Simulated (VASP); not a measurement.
# Ge (Fd-3m) in VASP: a series of runs

The runs below take Ge through single point, with BLYP.

Everything below comes from runs of VASP 6.6.1. Logs are shortened: lines on timing, memory, paths and dates and some standing lists are left out, and cuts for length are marked.

## (1) The cell of the first run

Symmetry: Fd-3m, No. 227, cubic system. Conventional cell: a = 5.894 Å, b = 5.894 Å, c = 5.894 Å, α = 90.00°, β = 90.00°, γ = 90.00°. Ge (site symmetry -43m) has 4 Ge at 2.55 Å within 3.4 Å.

## (2) Single point, BLYP

INCAR

```
SYSTEM = Ge
  AGGAC = 1.0
  AGGAX = 1.0
  ALDAC = 0.0
  ALDAX = 1.0
  ALGO = Normal
  EDIFF = 1E-6
  ENCUT = 520
  GGA = B5
  ISIF = 2
  ISMEAR = -1
  LASPH = .TRUE.
  LCHARG = .FALSE.
  LREAL = .FALSE.
  LWAVE = .FALSE.
  NBANDS = 21
  NELM = 100
  PREC = Accurate
  SIGMA = 0.05
```

KPOINTS

```
k-points
0
G
  9 9 9
  0 0 0
```

POSCAR

```
Ge
1.0
    0.0000000000      2.9469155335      2.9469155335
    2.9469155335      0.0000000000      2.9469155335
    2.9469155335      2.9469155335      0.0000000000
Ge
2
Direct
    0.5000000000      0.5000000000      0.5000000000
    0.7500000000      0.7500000000      0.7500000000
```

Potentials or basis: VASP PAW PBE potentials, release 64 (Ge_d).

The run is started by

```bash
cat potpaw_PBE.64/Ge_d/POTCAR > POTCAR
mpirun -np 1 vasp_std > vasp.out
```

OUTCAR:

```text
SYSTEM = Ge
   EDIFF = 1E-6
   ENCUT = 520
   GGA = B5
   ISIF = 2
   ISMEAR = -1
   LASPH = .TRUE.
   LREAL = .FALSE.
   NELM = 100
   PREC = Accurate

 ion  position               nearest neighbor table
   1  0.500  0.500  0.500-   2 2.55   2 2.55   2 2.55   2 2.55
   2  0.750  0.750  0.750-   1 2.55   1 2.55   1 2.55   1 2.55

  LATTYP: Found a face centered cubic cell.
 ALAT       =     5.8938310670

  Lattice vectors:

 A1 = (   0.0000000000,   2.9469155335,   2.9469155335)
 A2 = (   2.9469155335,   0.0000000000,   2.9469155335)
 A3 = (   2.9469155335,   2.9469155335,   0.0000000000)

Analysis of symmetry for initial positions (statically):
=====================================================================
 Subroutine PRICEL returns:
 Original cell was already a primitive cell.

 Routine SETGRP: Setting up the symmetry group for a
 face centered cubic supercell.

 Subroutine GETGRP returns: Found 48 space group operations
 (whereof 24 operations were pure point group operations)
 out of a pool of 48 trial point group operations.

The static configuration has the point symmetry T_d .
 The point group associated with its full space group is O_h .

Analysis of symmetry for dynamics (positions and initial velocities):
=====================================================================
 Subroutine PRICEL returns:
 Original cell was already a primitive cell.

 Routine SETGRP: Setting up the symmetry group for a
 face centered cubic supercell.

 Subroutine GETGRP returns: Found 48 space group operations
 (whereof 24 operations were pure point group operations)
 out of a pool of 48 trial point group operations.

The dynamic configuration has the point symmetry T_d .
 The point group associated with its full space group is O_h .

 Subroutine INISYM returns: Found 48 space group operations
 (whereof 24 operations are pure point group operations),
 and found     1 'primitive' translations

----------------------------------------------------------------------------------------

                                     Primitive cell

  volume of cell :      51.1839

  direct lattice vectors                    reciprocal lattice vectors
     0.000000000  2.946915533  2.946915533    -0.169668928  0.169668928  0.169668928
     2.946915533  0.000000000  2.946915533     0.169668928 -0.169668928  0.169668928
     2.946915533  2.946915533  0.000000000     0.169668928  0.169668928 -0.169668928

  length of vectors
     4.167567915  4.167567915  4.167567915     0.293875204  0.293875204  0.293875204

  position of ions in fractional coordinates (direct lattice)
     0.500000000  0.500000000  0.500000000
     0.750000000  0.750000000  0.750000000

  ion indices of the primitive-cell ions
   primitive index   ion index
                 1           1
                 2           2

----------------------------------------------------------------------------------------

 KPOINTS: k-points

Automatic generation of k-mesh.
 Grid dimensions read from file:
 generate k-points for:    9    9    9

 Generating k-lattice:

  Cartesian coordinates                     Fractional coordinates (reciprocal lattice)
    -0.018852103  0.018852103  0.018852103     0.111111111  0.000000000  0.000000000
     0.018852103 -0.018852103  0.018852103     0.000000000  0.111111111  0.000000000
     0.018852103  0.018852103 -0.018852103     0.000000000  0.000000000  0.111111111

  Length of vectors
     0.032652800  0.032652800  0.032652800

  Shift w.r.t. Gamma in fractional coordinates (k-lattice)
     0.000000000  0.000000000  0.000000000

 Subroutine IBZKPT returns following result:
 ===========================================

 Found     35 irreducible k-points:

 Following reciprocal coordinates:
            Coordinates               Weight
  0.000000  0.000000  0.000000      1.000000
  0.111111  0.000000  0.000000      8.000000
  0.222222  0.000000  0.000000      8.000000
  0.333333  0.000000  0.000000      8.000000
  0.444444  0.000000  0.000000      8.000000
  0.111111  0.111111  0.000000      6.000000
[... 16 lines left out ...]
 -0.333333  0.333333  0.000000     12.000000
  0.444444  0.444444  0.000000      6.000000
 [... further k-points ...]
   k-points           NKPTS =     35   k-points in BZ     NKDIM =     35   number of bands    NBANDS=     21
   number of dos      NEDOS =    301   number of ions     NIONS =      2
   total plane-waves  NPLWV =  32768
   dimension x,y,z NGX =    32 NGY =   32 NGZ =   32
   dimension x,y,z NGXF=    64 NGYF=   64 NGZF=   64
   ions per type =               2
   NGX,Y,Z   is equivalent  to a cutoff of  12.76, 12.76, 12.76 a.u.
   NGXF,Y,Z  is equivalent  to a cutoff of  25.53, 25.53, 25.53 a.u.
 SYSTEM =  Ge
   PREC   = accura    normal or accurate (medium, high low for compatibility)
   ISTART =      0    job   : 0-new  1-cont  2-samecut
   ICHARG =      2    charge: 1-file 2-atom 10-const
   ISPIN  =      1    spin polarized calculation?
[... 69 lines left out ...]
     21      13.6090      0.00000

 k-point     2 :       0.1111    0.0000    0.0000
  band No.  band energies     occupation
      1     -20.3755      2.00000
      2     -20.3755      2.00000
      3     -20.3694      2.00000
      4     -20.3351      2.00000
      5     -20.3351      2.00000
      6     -20.1970      2.00000
[... 13 lines left out ...]
     20      12.9435      0.00000
     21      12.9435      0.00000

 k-point     3 :       0.2222    0.0000    0.0000
  band No.  band energies     occupation
      1     -20.3825      2.00000
      2     -20.3825      2.00000
      3     -20.3654      2.00000
      4     -20.3239      2.00000
      5     -20.3239      2.00000
      6     -20.2069      2.00000
[... 13 lines left out ...]
     20      12.5589      0.00000
     21      12.5589      0.00000

 k-point     4 :       0.3333    0.0000    0.0000
  band No.  band energies     occupation
      1     -20.3870      2.00000
      2     -20.3870      2.00000
      3     -20.3607      2.00000
      4     -20.3154      2.00000
      5     -20.3154      2.00000
      6     -20.2135      2.00000
[... 13 lines left out ...]
     20      13.1176      0.00000
     21      13.1176      0.00000

 k-point     5 :       0.4444    0.0000    0.0000
  band No.  band energies     occupation
      1     -20.3889      2.00000
      2     -20.3889      2.00000
      3     -20.3575      2.00000
      4     -20.3115      2.00000
      5     -20.3115      2.00000
      6     -20.2161      2.00000
[... 13 lines left out ...]
     20      14.4770      0.00000
     21      14.4770      0.00000

 k-point     6 :       0.1111    0.1111    0.0000
  band No.  band energies     occupation
      1     -20.3746      2.00000
      2     -20.3744      2.00000
      3     -20.3744      2.00000
      4     -20.3365      2.00000
      5     -20.3283      2.00000
      6     -20.2101      2.00000
[... 13 lines left out ...]
     20      12.0006      0.00000
     21      13.8044      0.00000

 k-point     7 :       0.2222    0.1111    0.0000
  band No.  band energies     occupation
      1     -20.3836      2.00000
      2     -20.3797      2.00000
      3     -20.3690      2.00000
      4     -20.3281      2.00000
      5     -20.3159      2.00000
      6     -20.2233      2.00000
[... 13 lines left out ...]
     20      12.6126      0.00000
     21      13.5758      0.00000
[... 291 lines left out ...]
      1     -20.3908      2.00000
      2     -20.3908      2.00000
      3     -20.3642      2.00000
      4     -20.3005      2.00000
      5     -20.2786      2.00000
      6     -20.2680      2.00000
[... 13 lines left out ...]
     20      15.3710      0.00000
     21      15.4294      0.00000

 k-point    21 :       0.4444    0.3333    0.0000
  band No.  band energies     occupation
      1     -20.3983      2.00000
      2     -20.3941      2.00000
      3     -20.3492      2.00000
      4     -20.2915      2.00000
      5     -20.2879      2.00000
      6     -20.2552      2.00000
[... 13 lines left out ...]
     20      15.1812      0.00000
     21      16.0535      0.00000

 k-point    22 :      -0.4444    0.3333    0.0000
  band No.  band energies     occupation
      1     -20.4064      2.00000
      2     -20.3962      2.00000
      3     -20.3326      2.00000
      4     -20.2883      2.00000
      5     -20.2762      2.00000
      6     -20.2568      2.00000
[... 13 lines left out ...]
     20      14.5542      0.00000
     21      16.0056      0.00000

 k-point    23 :      -0.3333    0.3333    0.0000
  band No.  band energies     occupation
      1     -20.4087      2.00000
      2     -20.3968      2.00000
      3     -20.3288      2.00000
      4     -20.2787      2.00000
      5     -20.2747      2.00000
      6     -20.2640      2.00000
[... 13 lines left out ...]
     20      13.1390      0.00000
     21      16.8224      0.00000

 k-point    24 :       0.4444    0.4444    0.0000
  band No.  band energies     occupation
      1     -20.3959      2.00000
      2     -20.3959      2.00000
      3     -20.3433      2.00000
      4     -20.3137      2.00000
      5     -20.2741      2.00000
      6     -20.2465      2.00000
[... 13 lines left out ...]
     20      15.5445      0.00000
     21      16.7466      0.00000

 [... further k-points ...]
[... 5 lines left out ...]
  --------------------------------------------------------------------------------------
  -------------------------------------------------------------------------------------
  Total       -0.0222101     -0.0222101     -0.0222101     -0.0000000      0.0000000     -0.0000000
  in kB       -0.6952303     -0.6952303     -0.6952303     -0.0000000      0.0000000     -0.0000000
  external PRESSURE =      -0.6952303 kB  Pullay stress =       0.0000000 kB

 VOLUME and BASIS-vectors are now :
 -----------------------------------------------------------------------------
  energy-cutoff  :      520.00
  volume of cell :       51.18
      direct lattice vectors                 reciprocal lattice vectors
     0.000000000  2.946915533  2.946915533    -0.169668928  0.169668928  0.169668928
     2.946915533  0.000000000  2.946915533     0.169668928 -0.169668928  0.169668928
     2.946915533  2.946915533  0.000000000     0.169668928  0.169668928 -0.169668928

 POSITION                                       TOTAL-FORCE (eV/Angst)
 -----------------------------------------------------------------------------------
      2.94692      2.94692      2.94692         0.000000      0.000000      0.000000
      4.42037      4.42037      4.42037        -0.000000     -0.000000     -0.000000
 -----------------------------------------------------------------------------------
    total drift:                               -0.000000     -0.000000      0.000000

  FREE ENERGIE OF THE ION-ELECTRON SYSTEM (eV)
  ---------------------------------------------------
  free  energy   TOTEN  =        -7.6806362668 eV

  energy  without entropy=       -7.6783041793  energy(sigma->0) =       -7.67947022
```

It took 15 s on 1 thread of Intel Xeon 6975P-C (Granite Rapids), shared host; peak memory 0.18 GiB.

What came out:

```
Free energy            : -7.6806 eV
Pressure               : -0.1 GPa
Band gap on the k mesh : zero (band 14 reaches 4.28 eV, above the bottom of band 15 at 4.13 eV)
```

Caveat: the PAW data sets were made with another functional, which shifts forces and pressure a little.

## (3) Single point, BLYP

INCAR

```
AGGAC    = 1.0          
AGGAX    = 1.0          
ALDAC    = 0.0          
ALDAX    = 1.0          
ALGO     = Normal         # electronic algorithm
EDIFF    = 1E-6           # SCF threshold, eV
ENCUT    = 520            # plane-wave cutoff, eV
GGA      = B5             # functional
ISIF     = 2              # what is computed and relaxed
ISMEAR   = -1             # smearing method
LASPH    = True           # aspherical terms in the spheres
LCHARG   = False          # write CHGCAR
LREAL    = False          # projectors in reciprocal space
LWAVE    = False          # write WAVECAR
NBANDS   = 21             # bands
NELM     = 80             # most SCF steps
PREC     = Accurate       # precision mode
SIGMA    = 0.05           # smearing width, eV
```

KPOINTS

```
k-points
0
Gamma
  9 9 9
```

POSCAR is that of step 2.

Potentials or basis: VASP PAW PBE potentials, release 64 (Ge_d).

The run is started by

```bash
cat potpaw_PBE.64/Ge_d/POTCAR > POTCAR
mpirun -np 1 vasp_std > vasp.out
```

It took 16 s on 1 thread of Intel Xeon 6975P-C (Granite Rapids), shared host; peak memory 0.18 GiB.

Results (log left out):

| Item | Value |
| --- | --- |
| Free energy | -7.6806 eV |
| Pressure | -0.1 GPa |
| Band gap on the k mesh | zero (band 14 reaches 4.28 eV, above the bottom of band 15 at 4.13 eV) |

Levels at points of the mesh, in eV from the Fermi level:
| k point | band 12 | band 13 | band 14 | band 15 | band 16 | band 17 |
| --- | --- | --- | --- | --- | --- | --- |
| (0.00, 0.00, 0.00) | -1.11 | 0.14 | 0.14 | 0.14 | 2.64 | 2.64 |

Caveat: the PAW data sets were made with another functional, which shifts forces and pressure a little.

## (4) Single point, BLYP (volume scaled by 1.04)

INCAR

```
PREC = Accurate
ENCUT = 520
EDIFF = 1E-6
ISMEAR = -1
SIGMA = 0.05
LREAL = False
LASPH = True
NELM = 80
ALGO = Normal
ISIF = 2
LWAVE = False
LCHARG = False
GGA = B5
ALDAX = 1.0
AGGAX = 1.0
AGGAC = 1.0
ALDAC = 0.0
NBANDS = 21
```

KPOINTS

```
Automatic mesh
0
Gamma
  9 9 9
```

POSCAR

```
Ge
1.0
    0.0000000000      2.9856951850      2.9856951850
    2.9856951850      0.0000000000      2.9856951850
    2.9856951850      2.9856951850      0.0000000000
Ge
2
Direct
    0.5000000000      0.5000000000      0.5000000000
    0.7500000000      0.7500000000      0.7500000000
```

The run is started by

```bash
cat potpaw_PBE.64/Ge_d/POTCAR > POTCAR
mpirun -np 1 vasp_std > vasp.out
```

Run time: 17 s. Hardware: 1 thread of Intel Xeon 6975P-C (Granite Rapids), shared host; peak memory 0.17 GiB.

It converged, with:

```
Free energy            : -7.6694 eV
Pressure               : -1.7 GPa
Band gap on the k mesh : zero (band 14 reaches 3.95 eV, above the bottom of band 15 at 3.70 eV)
```

Levels at points of the mesh, in eV from the Fermi level:
| k point | band 10 | band 11 | band 12 | band 13 | band 14 | band 15 | band 16 | band 17 | band 18 | band 19 |
| --- | --- | --- | --- | --- | --- | --- | --- | --- | --- | --- |
| (0.00, 0.00, 0.00) | -24.29 | -11.50 | -1.40 | 0.17 | 0.17 | 0.17 | 2.64 | 2.64 | 2.64 | 6.46 |

Caveat: the PAW data sets were made with another functional, which shifts forces and pressure a little.

## (5) Single point, BLYP (volume scaled by 1.08)

INCAR

```
SYSTEM = Ge
AGGAC = 1.0
AGGAX = 1.0
ALDAC = 0.0
ALDAX = 1.0
ALGO = Normal
EDIFF = 1E-6
ENCUT = 520
GGA = B5
ISIF = 2
ISMEAR = -1
LASPH = .TRUE.
LCHARG = .TRUE.
LELF = .TRUE.
LREAL = .FALSE.
LVHAR = .TRUE.
LWAVE = .FALSE.
NBANDS = 21
NELM = 60
PREC = Accurate
SIGMA = 0.05
```

KPOINTS

```
k-points
0
G
  9 9 9
  0 0 0
```

POSCAR

```
Ge
1.0
    0.0000000000      3.0234928075      3.0234928075
    3.0234928075      0.0000000000      3.0234928075
    3.0234928075      3.0234928075      0.0000000000
Ge
2
Direct
    0.5000000000      0.5000000000      0.5000000000
    0.7500000000      0.7500000000      0.7500000000
```

The run is started by

```bash
cat potpaw_PBE.64/Ge_d/POTCAR > POTCAR
mpirun -np 1 vasp_std > vasp.out
```

Run time: 17 s. Hardware: 1 thread of Intel Xeon 6975P-C (Granite Rapids), shared host; peak memory 0.18 GiB.

It converged, with:

```
Free energy            : -7.6396 eV
Pressure               : -3.0 GPa
Band gap on the k mesh : zero (band 14 reaches 3.64 eV, above the bottom of band 15 at 3.31 eV)
```

Levels at points of the mesh, in eV from the Fermi level:
```
           k point  band 12  band 13  band 14  band 15  band 16  band 17
(0.00, 0.00, 0.00)    -1.68     0.18     0.18     0.18     2.63     2.63
```

Caveat: the PAW data sets were made with another functional, which shifts forces and pressure a little.

## (6) Single point, BLYP (volume scaled by 1.12)

INCAR

```
SYSTEM = Ge
AGGAC    = 1.0          
AGGAX    = 1.0          
ALDAC    = 0.0          
ALDAX    = 1.0          
ALGO     = Normal         ! electronic algorithm
EDIFF    = 1E-6           ! SCF threshold, eV
ENCUT    = 520            ! plane-wave cutoff, eV
GGA      = B5             ! functional
ISIF     = 2              ! what is computed and relaxed
ISMEAR   = -1             ! smearing method
LASPH    = .TRUE.         ! aspherical terms in the spheres
LCHARG   = .TRUE.         ! write CHGCAR
LELF     = .TRUE.         ! ELF
LREAL    = .FALSE.        ! projectors in reciprocal space
LVHAR    = .TRUE.       
LWAVE    = .FALSE.        ! write WAVECAR
NBANDS   = 21             ! bands
NELM     = 100            ! most SCF steps
PREC     = Accurate       ! precision mode
SIGMA    = 0.05           ! smearing width, eV
```

KPOINTS is that of step 5.

POSCAR

```
Ge
1.0
    0.0000000000      3.0603683053      3.0603683053
    3.0603683053      0.0000000000      3.0603683053
    3.0603683053      3.0603683053      0.0000000000
Ge
2
Direct
    0.5000000000      0.5000000000      0.5000000000
    0.7500000000      0.7500000000      0.7500000000
```

Potentials or basis: VASP PAW PBE potentials, release 64 (Ge_d).

The run is started by

```bash
cat potpaw_PBE.64/Ge_d/POTCAR > POTCAR
mpirun -np 1 vasp_std > vasp.out
```

It took 17 s on 1 thread of Intel Xeon 6975P-C (Granite Rapids), shared host; peak memory 0.18 GiB.

The run converged. Its results:

```yaml
Free_energy: -7.5953 eV
Pressure: -4.0 GPa
Band_gap_on_the_k_mesh: zero (band 14 reaches 3.36 eV, above the bottom of band 15 at 2.95 eV)
```

Levels at points of the mesh, in eV from the Fermi level:
| k point | band 10 | band 11 | band 12 | band 13 | band 14 | band 15 | band 16 | band 17 | band 18 | band 19 |
| --- | --- | --- | --- | --- | --- | --- | --- | --- | --- | --- |
| (0.00, 0.00, 0.00) | -24.24 | -11.03 | -1.94 | 0.20 | 0.20 | 0.20 | 2.61 | 2.61 | 2.61 | 6.29 |

Caveat: the PAW data sets were made with another functional, which shifts forces and pressure a little.

## (7) Single point, BLYP

INCAR

```
PREC = Accurate
ENCUT = 520
EDIFF = 1E-7
ISMEAR = -1
SIGMA = 0.1
LREAL = F
LASPH = T
NELM = 100
ALGO = Normal
ISIF = 2
LWAVE = F
LCHARG = T
GGA = B5
ALDAX = 1.0
AGGAX = 1.0
AGGAC = 1.0
ALDAC = 0.0
LELF = T
LVHAR = T
NBANDS = 21
```

KPOINTS

```
Automatic mesh
0
Gamma
  5 5 5
```

POSCAR

```
Ge
1.0
    0.0000000000      2.9469155335      2.9469155335
    2.9469155335      0.0000000000      2.9469155335
    2.9469155335      2.9469155335      0.0000000000
Ge
2
Direct
    0.5000000000      0.5000000000      0.5000000000
    0.7500000000      0.7500000000      0.7500000000
```

The run is started by

```bash
cat potpaw_PBE.64/Ge_d/POTCAR > POTCAR
mpirun -np 1 vasp_std > vasp.out
```

Wall time 48 s (1 thread of AMD EPYC 7R13, shared host); peak memory 0.14 GiB.

The run converged. Its results:

```
Free energy            : -7.6047 eV
Pressure               : 0.2 GPa
Band gap on the k mesh : zero (band 14 reaches 4.30 eV, above the bottom of band 15 at 4.19 eV)
```

Levels at points of the mesh, in eV from the Fermi level:
```tsv
k point	band 10	band 11	band 12	band 13	band 14	band 15	band 16	band 17	band 18	band 19
(0.00, 0.00, 0.00)	-24.25	-11.71	-1.03	0.21	0.21	0.21	2.71	2.71	2.71	6.60
```

Caveat: the k points lie up to 0.37 Å⁻¹ apart; the PAW data sets were made with another functional, which shifts forces and pressure a little.

## (8) The runs side by side

| cell | k mesh | smearing | gap on the mesh (eV) | pressure (GPa) |
| --- | --- | --- | --- | --- |
| a = 4.168 Å, angles 60.0°, 2 atoms | 9 × 9 × 9 | fermi-dirac 0.05 eV | none | -0.1 |
| a = 4.222 Å, angles 60.0°, 2 atoms | 9 × 9 × 9 | fermi-dirac 0.05 eV | none | -1.7 |
| a = 4.276 Å, angles 60.0°, 2 atoms | 9 × 9 × 9 | fermi-dirac 0.05 eV | none | -3.0 |
| a = 4.328 Å, angles 60.0°, 2 atoms | 9 × 9 × 9 | fermi-dirac 0.05 eV | none | -4.0 |
| a = 4.168 Å, angles 60.0°, 2 atoms | 5 × 5 × 5 | fermi-dirac 0.1 eV | none | 0.2 |

Alike in all rows: task single point; level BLYP; potentials or basis VASP PAW PBE potentials, release 64 (Ge_d); no spin polarisation; cutoff (eV) 520.

Caveats: some runs use coarse meshes; the PAW data sets were made with another functional, which shifts forces and pressure a little.

Absolute energies hang on the potentials; compare differences alone.
